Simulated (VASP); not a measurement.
# Ge (Fd-3m) in VASP: a series of runs

Aim: see how the results for Ge move with the level of theory and the settings. Levels: r2SCAN0, BLYP, PBE, revPBE+D3(BJ). Tasks: single point.

Everything below comes from runs of VASP 6.6.1. Logs are shortened: lines on timing, memory, paths and dates and some standing lists are left out, and cuts for length are marked.

## Step 1: The cell of the first run

Symmetry: Fd-3m, No. 227, cubic system. Conventional cell: a = 5.769 Å, b = 5.769 Å, c = 5.769 Å, α = 90.00°, β = 90.00°, γ = 90.00°. Ge (site symmetry -43m) has 4 Ge at 2.50 Å within 3.3 Å.

## Step 2: Single point, r2SCAN0

POSCAR

```
Ge
1.0
    0.0000000000      2.8843929095      2.8843929095
    2.8843929095      0.0000000000      2.8843929095
    2.8843929095      2.8843929095      0.0000000000
Ge
2
Direct
    0.7500000000      0.7500000000      0.7500000000
    0.5000000000      0.5000000000      0.5000000000
```

INCAR.step1

```
PREC = Accurate
ENCUT = 520
EDIFF = 1E-5
ISMEAR = -1
SIGMA = 0.05
LREAL = False
LASPH = True
NELM = 60
ALGO = Normal
ISIF = 2
LWAVE = True
LCHARG = False
GGA = PE
NBANDS = 21
```

INCAR.step2

```
PREC = Accurate
ENCUT = 520
EDIFF = 1E-7
ISMEAR = -1
SIGMA = 0.05
LREAL = False
LASPH = True
NELM = 60
ALGO = Normal
ISIF = 2
LWAVE = False
LCHARG = False
METAGGA = R2SCAN
LHFCALC = True
AEXX = 0.25
LMIXTAU = True
PRECFOCK = Normal
ISTART = 1
NBANDS = 21
```

KPOINTS

```
Automatic mesh
0
Gamma
  4 4 4
```

Potentials or basis: VASP PAW PBE potentials, release 64 (Ge_d).

The run is started by

```console
> cat potpaw_PBE.64/Ge_d/POTCAR > POTCAR
> cp INCAR.step1 INCAR
> mpirun -np 1 vasp_std > vasp.out
> cp INCAR.step2 INCAR
> mpirun -np 1 vasp_std > vasp.out
```

OUTCAR:

```text
PREC = Accurate
   ENCUT = 520
   EDIFF = 1E-7
   ISMEAR = -1
   LREAL = False
   LASPH = True
   NELM = 60
   ISIF = 2
   METAGGA = R2SCAN
   LHFCALC = True
   AEXX = 0.25
   PRECFOCK = Normal
   ISTART = 1

 ion  position               nearest neighbor table
   1  0.750  0.750  0.750-   2 2.50   2 2.50   2 2.50   2 2.50
   2  0.500  0.500  0.500-   1 2.50   1 2.50   1 2.50   1 2.50

  LATTYP: Found a face centered cubic cell.
 ALAT       =     5.7687858190

  Lattice vectors:

 A1 = (   0.0000000000,   2.8843929095,   2.8843929095)
 A2 = (   2.8843929095,   0.0000000000,   2.8843929095)
 A3 = (   2.8843929095,   2.8843929095,   0.0000000000)

Analysis of symmetry for initial positions (statically):
=====================================================================
 Subroutine PRICEL returns:
 Original cell was already a primitive cell.

 Routine SETGRP: Setting up the symmetry group for a
 face centered cubic supercell.

 Subroutine GETGRP returns: Found 48 space group operations
 (whereof 24 operations were pure point group operations)
 out of a pool of 48 trial point group operations.

The static configuration has the point symmetry T_d .
 The point group associated with its full space group is O_h .

Analysis of symmetry for dynamics (positions and initial velocities):
=====================================================================
 Subroutine PRICEL returns:
 Original cell was already a primitive cell.

 Routine SETGRP: Setting up the symmetry group for a
 face centered cubic supercell.

 Subroutine GETGRP returns: Found 48 space group operations
 (whereof 24 operations were pure point group operations)
 out of a pool of 48 trial point group operations.

The dynamic configuration has the point symmetry T_d .
 The point group associated with its full space group is O_h .

 Subroutine INISYM returns: Found 48 space group operations
 (whereof 24 operations are pure point group operations),
 and found     1 'primitive' translations

----------------------------------------------------------------------------------------

                                     Primitive cell
[... 72 lines left out ...]
   ENCUT  =  520.0 eV  38.22 Ry    6.18 a.u.   7.58  7.58  7.58*2*pi/ulx,y,z
   NELM   =     60;   NELMIN=  2; NELMDL=  0     # of ELM steps
   EDIFF  = 0.1E-06   stopping-criterion for ELM
   LREAL  =      F    real-space projection
   EDIFFG = 0.1E-05   stopping-criterion for IOM
   NSW    =      0    number of steps for IOM
   IBRION =     -1    ionic relax: 0-MD 1-quasi-New 2-CG
   NFREE  =      0    steps in history (QN), initial steepest desc. (CG)
   ISIF   =      2    stress and relaxation
   ISYM   =      3    0-nonsym 1-usesym 2-fastsym
   POTIM  = 0.5000    time-step for ionic-motion
   TEBEG  =    0.0;   TEEND  =   0.0 temperature during run
   PSTRESS=    0.0 pullay stress
   NELECT =      28.0000    total number of electrons
   NUPDOWN=      -1.0000    fix difference up-down
   EMIN   =  10.00;   EMAX   =-10.00  energy-range for DOS
   EFERMI =   0.00;   METHOD = LEGACY
   ISMEAR =    -1;   SIGMA  =   0.05  broadening in eV -4-tet -1-fermi 0-gaus
   EFERMI_NEDOS =   21; number of points for ismear=-14 and -15
   IALGO  =     38    algorithm
   IMIX   =      1    mixing-type and parameters
     AMIX     =   0.40;   BMIX     =  1.00
     AMIX_MAG =   1.60;   BMIX_MAG =  1.00
  volume/ion in A,a.u.               =      24.00       161.94
  Fermi-wavevector in a.u.,A,eV,Ry     =   1.367928  2.585008 25.459572  1.871226
  Thomas-Fermi vector in A             =   2.493937
   LORBIT       =      0    0 simple, 1 ext, 2 COOP (PROOUT), +10 PAW based schemes
   METAGGA = R2SCAN    functional components
   LHFCALC =     T    Hartree Fock is set to
   PRECFOCK=normal    Normal, Fast or Accurate (Low or Medium for compatibility)
   ENCUT4O =  -1.0   cutoff for four orbital integrals eV
   NKREDX  =     1    reduce k-point grid by
   NKREDY  =     1    reduce k-point grid by
   NKREDZ  =     1    reduce k-point grid by
   AEXX    =    0.2500 exact exchange contribution
   HFSCREEN=    0.0000 screening length (either q_TF or 0.3 A-1)
   HFSCREENC=   0.0000 screening length for correlation (either q_TF or 0.3 A-1)
   ENCUTFOCK=  -1.0 apply spherical cutoff to Coloumb kernel
   IVDW    =     0    specifies the selected vdW correction
   LEPSILON=     F    determine dielectric tensor
   LRPA    =     F    only Hartree local field effects (RPA)
 non-spin polarized calculation
  energy-cutoff  :      520.00
  volume of cell :       47.99
 maximum number of plane-waves:      1308
  NGX = 24; NGY = 24; NGZ = 24

 number of electron      27.9999976 magnetization

 Free energy of the ion-electron system (eV)
  ---------------------------------------------------
  ext. energy  EPLUGINS =         0.00000000
  ---------------------------------------------------
  free energy    TOTEN  =       -25.79358950 eV

  energy without entropy =      -25.79358903  energy(sigma->0) =      -25.79358926

 E-fermi :   4.2910     XC(G=0):  -8.1697

 val. band max:        3.6678776967   @ k =   0.0000   0.0000   0.0000
 cond. band min:       4.8600301785   @ k =   0.0000   0.0000   0.0000
 fundamental gap:      1.1921524818
 Fermi energy:         4.2910159571

 k-point     1 :       0.0000    0.0000    0.0000
  band No.  band energies     occupation
      1     -24.7807      2.00000
      2     -24.7807      2.00000
      3     -24.7807      2.00000
      4     -24.7465      2.00000
      5     -24.7465      2.00000
      6     -24.5660      2.00000
[... 181 lines left out ...]
     20      16.5560      0.00000
     21      18.5742      0.00000

------------------------ aborting loop because EDIFF is reached ----------------------------------------

  FORCE on cell =-STRESS in cart. coord.  units (eV):
  Direction    XX          YY          ZZ          XY          YZ          ZX
  --------------------------------------------------------------------------------------
  -------------------------------------------------------------------------------------
  Total       -1.4243741     -1.4243741     -1.4243741      0.0000000      0.0000000      0.0000000
  in kB      -47.5490024    -47.5490024    -47.5490024      0.0000000      0.0000000      0.0000000
  external PRESSURE =     -47.5490024 kB  Pullay stress =       0.0000000 kB

 VOLUME and BASIS-vectors are now :
 -----------------------------------------------------------------------------
  energy-cutoff  :      520.00
  volume of cell :       47.99
      direct lattice vectors                 reciprocal lattice vectors
     0.000000000  2.884392909  2.884392909    -0.173346703  0.173346703  0.173346703
     2.884392909  0.000000000  2.884392909     0.173346703 -0.173346703  0.173346703
     2.884392909  2.884392909  0.000000000     0.173346703  0.173346703 -0.173346703

 POSITION                                       TOTAL-FORCE (eV/Angst)
 -----------------------------------------------------------------------------------
      4.32659      4.32659      4.32659         0.000000     -0.000000      0.000000
      2.88439      2.88439      2.88439        -0.000000      0.000000     -0.000000
 -----------------------------------------------------------------------------------
    total drift:                                0.000005      0.000000      0.000000

  FREE ENERGIE OF THE ION-ELECTRON SYSTEM (eV)
  ---------------------------------------------------
  free  energy   TOTEN  =       -25.7935894973 eV

  energy  without entropy=      -25.7935890273  energy(sigma->0) =      -25.79358926
```

OSZICAR.step1:

```text
N       E                     dE             d eps       ncg     rms          rms(c)
DAV:   1     0.204166749794E+03    0.20417E+03   -0.14573E+04   382   0.345E+03
DAV:   2     0.219199535179E+02   -0.18225E+03   -0.17583E+03   336   0.683E+02
DAV:   3    -0.781204242308E+01   -0.29732E+02   -0.29518E+02   386   0.148E+02
DAV:   4    -0.885693146550E+01   -0.10449E+01   -0.10441E+01   381   0.323E+01
DAV:   5    -0.887445253819E+01   -0.17521E-01   -0.17520E-01   376   0.482E+00    0.304E+00
DAV:   6    -0.881988600030E+01    0.54567E-01   -0.21329E-02   381   0.144E+00    0.181E+00
DAV:   7    -0.879286557601E+01    0.27020E-01   -0.47529E-02   372   0.191E+00    0.145E-01
DAV:   8    -0.879496422586E+01   -0.20986E-02   -0.57743E-03   371   0.896E-01    0.467E-02
DAV:   9    -0.879528026209E+01   -0.31604E-03   -0.35904E-04   356   0.181E-01    0.139E-02
DAV:  10    -0.879529489199E+01   -0.14630E-04   -0.31943E-05   307   0.661E-02    0.602E-03
DAV:  11    -0.879529707862E+01   -0.21866E-05   -0.59340E-06   265   0.323E-02
   1 F= -.87952971E+01 E0= -.87920291E+01  d E =-.653591E-02
```

It took 32 min on 1 thread of AMD EPYC 7R43 (Zen 3), shared host; peak memory 0.14 GiB.

Results:

| Item | Value |
| --- | --- |
| Free energy | -25.7936 eV |
| Pressure | -4.8 GPa |
| Band gap on the k mesh | 1.19 eV |

Levels at points of the mesh, in eV from the valence-band top:
| k point | band 12 | band 13 | band 14 | band 15 | band 16 | band 17 |
| --- | --- | --- | --- | --- | --- | --- |
| (0.00, 0.00, 0.00) | 0.00 | 0.00 | 0.00 | 1.19 | 4.00 | 4.00 |
| (0.50, 0.00, 0.00) | -8.25 | -1.50 | -1.50 | 1.47 | 5.30 | 5.30 |
| (0.50, 0.50, 0.00) | -9.75 | -3.27 | -3.27 | 2.18 | 2.18 | 11.38 |

Caveat: the k points lie up to 0.47 Å⁻¹ apart; the PAW data sets were made with another functional, which shifts forces and pressure a little. A k mesh can miss the band edges.

## Step 3: Single point, BLYP

This run uses another cell than the first one, of 22.64 Å³/atom.

INCAR

```
PREC = Accurate
ENCUT = 520
EDIFF = 1E-6
ISMEAR = -1
SIGMA = 0.05
LREAL = F
LASPH = T
NELM = 100
ALGO = Normal
ISIF = 2
LWAVE = F
LCHARG = T
GGA = B5
ALDAX = 1.0
AGGAX = 1.0
AGGAC = 1.0
ALDAC = 0.0
LELF = T
LVHAR = T
NBANDS = 21
```

KPOINTS

```
regular mesh
0
Gamma
  8 8 8
```

POSCAR

```
Ge
1.0
    0.0000000000      2.8289100000      2.8289100000
    2.8289100000      0.0000000000      2.8289100000
    2.8289100000      2.8289100000      0.0000000000
Ge
2
Direct
    0.7500000000      0.7500000000      0.7500000000
    0.5000000000      0.5000000000      0.5000000000
```

Potentials or basis: VASP PAW PBE potentials, release 64 (Ge_d).

The run is started by

```console
> cat potpaw_PBE.64/Ge_d/POTCAR > POTCAR
> mpirun -np 1 vasp_std > vasp.out
```

OUTCAR:

```text
PREC = Accurate
   ENCUT = 520
   EDIFF = 1E-6
   ISMEAR = -1
   LREAL = F
   LASPH = T
   NELM = 100
   ISIF = 2
   GGA = B5

 ion  position               nearest neighbor table
   1  0.750  0.750  0.750-   2 2.45   2 2.45   2 2.45   2 2.45
   2  0.500  0.500  0.500-   1 2.45   1 2.45   1 2.45   1 2.45

  LATTYP: Found a face centered cubic cell.
 ALAT       =     5.6578200000

  Lattice vectors:

 A1 = (   0.0000000000,   2.8289100000,   2.8289100000)
 A2 = (   2.8289100000,   0.0000000000,   2.8289100000)
 A3 = (   2.8289100000,   2.8289100000,   0.0000000000)

Analysis of symmetry for initial positions (statically):
=====================================================================
 Subroutine PRICEL returns:
 Original cell was already a primitive cell.

 Routine SETGRP: Setting up the symmetry group for a
 face centered cubic supercell.

 Subroutine GETGRP returns: Found 48 space group operations
 (whereof 24 operations were pure point group operations)
 out of a pool of 48 trial point group operations.

The static configuration has the point symmetry T_d .
 The point group associated with its full space group is O_h .

Analysis of symmetry for dynamics (positions and initial velocities):
=====================================================================
 Subroutine PRICEL returns:
 Original cell was already a primitive cell.

 Routine SETGRP: Setting up the symmetry group for a
 face centered cubic supercell.

 Subroutine GETGRP returns: Found 48 space group operations
 (whereof 24 operations were pure point group operations)
 out of a pool of 48 trial point group operations.

The dynamic configuration has the point symmetry T_d .
 The point group associated with its full space group is O_h .

 Subroutine INISYM returns: Found 48 space group operations
 (whereof 24 operations are pure point group operations),
[... 109 lines left out ...]
   EMIN   =  10.00;   EMAX   =-10.00  energy-range for DOS
   EFERMI =   0.00;   METHOD = LEGACY
   ISMEAR =    -1;   SIGMA  =   0.05  broadening in eV -4-tet -1-fermi 0-gaus
   EFERMI_NEDOS =   21; number of points for ismear=-14 and -15
   IALGO  =     38    algorithm
   IMIX   =      4    mixing-type and parameters
     AMIX     =   0.40;   BMIX     =  1.00
     AMIX_MAG =   1.60;   BMIX_MAG =  1.00
  volume/ion in A,a.u.               =      22.64       152.78
  Fermi-wavevector in a.u.,A,eV,Ry     =   1.394756  2.635708 26.468033  1.945346
  Thomas-Fermi vector in A             =   2.518275
   LORBIT       =      0    0 simple, 1 ext, 2 COOP (PROOUT), +10 PAW based schemes
   GGA     = B5    functional components
   LHFCALC =     F    Hartree Fock is set to
   AEXX    =    0.0000 exact exchange contribution
   IVDW    =     0    specifies the selected vdW correction
   LEPSILON=     F    determine dielectric tensor
   LRPA    =     F    only Hartree local field effects (RPA)
 non-spin polarized calculation
  energy-cutoff  :      520.00
  volume of cell :       45.28
 maximum number of plane-waves:      1243
 NGX is ok and might be reduce to    30
   NGX = 15   NGY = 15   NGZ = 15

 number of electron      28.0000022 magnetization

 Free energy of the ion-electron system (eV)
  ---------------------------------------------------
  ext. energy  EPLUGINS =         0.00000000
  ---------------------------------------------------
  free energy    TOTEN  =        -7.55349913 eV

  energy without entropy =       -7.55284976  energy(sigma->0) =       -7.55317445

 E-fermi :   5.4383     XC(G=0):  -9.3528

 val. band max:        5.4188085220   @ k =   0.0000   0.0000   0.0000
 cond. band min:       5.5824052406   @ k =   0.5000   0.0000   0.0000
 fundamental gap:      0.1635967187
 Fermi energy:         5.4382851295

 k-point     1 :       0.0000    0.0000    0.0000
  band No.  band energies     occupation
      1     -19.3816      2.00000
      2     -19.3816      2.00000
      3     -19.3816      2.00000
      4     -19.3436      2.00000
      5     -19.3436      2.00000
      6     -19.1320      2.00000
[... 565 lines left out ...]
     20      16.6325      0.00000
     21      17.0110      0.00000

 [... further k-points ...]

------------------------ aborting loop because EDIFF is reached ----------------------------------------

  FORCE on cell =-STRESS in cart. coord.  units (eV):
  Direction    XX          YY          ZZ          XY          YZ          ZX
  --------------------------------------------------------------------------------------
  -------------------------------------------------------------------------------------
  Total        2.1454354      2.1454354      2.1454354      0.0000000      0.0000000      0.0000000
  in kB       75.9169307     75.9169307     75.9169307      0.0000000      0.0000000      0.0000000
  external PRESSURE =      75.9169307 kB  Pullay stress =       0.0000000 kB

 VOLUME and BASIS-vectors are now :
 -----------------------------------------------------------------------------
  energy-cutoff  :      520.00
  volume of cell :       45.28
      direct lattice vectors                 reciprocal lattice vectors
     0.000000000  2.828910000  2.828910000    -0.176746521  0.176746521  0.176746521
     2.828910000  0.000000000  2.828910000     0.176746521 -0.176746521  0.176746521
     2.828910000  2.828910000  0.000000000     0.176746521  0.176746521 -0.176746521

 POSITION                                       TOTAL-FORCE (eV/Angst)
 -----------------------------------------------------------------------------------
      4.24336      4.24336      4.24336         0.000000      0.000000      0.000000
      2.82891      2.82891      2.82891        -0.000000     -0.000000     -0.000000
 -----------------------------------------------------------------------------------
    total drift:                                0.000000     -0.000000     -0.000000

  FREE ENERGIE OF THE ION-ELECTRON SYSTEM (eV)
  ---------------------------------------------------
  free  energy   TOTEN  =        -7.5534991327 eV

  energy  without entropy=       -7.5528497625  energy(sigma->0) =       -7.55317445
```

OSZICAR:

```text
N       E                     dE             d eps       ncg     rms          rms(c)
DAV:   1     0.205414362660E+03    0.20541E+03   -0.14666E+04  1382   0.366E+03
DAV:   2     0.224051465511E+02   -0.18301E+03   -0.17738E+03  1218   0.656E+02
DAV:   3    -0.663342807744E+01   -0.29039E+02   -0.28878E+02  1343   0.149E+02
DAV:   4    -0.764984426232E+01   -0.10164E+01   -0.10157E+01  1413   0.326E+01
DAV:   5    -0.766704601051E+01   -0.17202E-01   -0.17201E-01  1323   0.471E+00    0.300E+00
DAV:   6    -0.759459169281E+01    0.72454E-01   -0.32658E-02  1408   0.143E+00    0.180E+00
DAV:   7    -0.755189109437E+01    0.42701E-01   -0.78439E-02  1326   0.219E+00    0.160E-01
DAV:   8    -0.755343424111E+01   -0.15431E-02   -0.61998E-03  1338   0.866E-01    0.627E-02
DAV:   9    -0.755349987892E+01   -0.65638E-04   -0.20346E-04  1475   0.195E-01    0.171E-02
DAV:  10    -0.755349871639E+01    0.11625E-05   -0.15640E-05  1692   0.436E-02    0.559E-03
DAV:  11    -0.755349913271E+01   -0.41632E-06   -0.13515E-06  1101   0.145E-02
   1 F= -.75534991E+01 E0= -.75531744E+01  d E =-.649370E-03
```

Run time: 44 s. Hardware: 1 thread of Intel Xeon 8259CL, shared host; peak memory 0.17 GiB.

Results:

- Free energy: -7.5535 eV
- Pressure: 7.6 GPa
- Band gap on the k mesh: zero (filled and empty bands touch)

Levels at points of the mesh, in eV from the Fermi level:
```tsv
k point	band 11	band 12	band 13	band 14	band 15	band 16	band 17	band 18
(0.00, 0.00, 0.00)	-12.80	-0.20	-0.02	-0.02	-0.02	2.56	2.56	2.56
(0.50, 0.00, 0.00)	-10.74	-7.61	-1.42	-1.42	0.14	3.80	3.80	7.37
(0.50, 0.50, 0.00)	-8.95	-8.95	-3.06	-3.06	0.87	0.87	9.39	9.39
```

Caveat: the cell stands under pressure; semilocal functionals underestimate gaps, so a narrow gap can read as zero; the PAW data sets were made with another functional, which shifts forces and pressure a little.

[end of part 1 of 2]
